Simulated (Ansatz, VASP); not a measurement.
## ZrB in VASP and in Ansatz

```
CELL_PARAMETERS angstrom
-1.73355 2.45162 1.73499
1.73355 -2.45162 1.73499
1.73355 2.45162 -1.73499
ATOMIC_POSITIONS crystal
Zr 0.50000 0.00000 0.50000
B 0.00000 0.00000 0.00000
```

Alike in both runs: functional PBE; k mesh 8 × 8 × 8; occupations gaussian, width 0.1 eV; no spin polarisation.

Ansatz relaxed the structure, and its values are those at the end. VASP's run is a single point on that final structure, the one shown.

|  | VASP | Ansatz |
| --- | --- | --- |
| version | VASP 6.6.1 | Ansatz 0.2.0 |
| potentials or method | VASP PAW PBE potentials, release 64 (Zr_sv, B), cutoff 520 eV | scalar-relativistic, plane waves, PAW |
| valence electrons in the cell | 15 | 15 |

|  | VASP | Ansatz | Ansatz less VASP |
| --- | --- | --- | --- |
| gap on the k mesh at the Fermi level (eV) | none | none | - |
| pressure (GPa) | 0.1 | 0.0 | -0.10 |

A gap of «none» marks a metal or a gap that the smearing closes. The functional is the same, so the differences come from potentials, cutoffs and numerics.
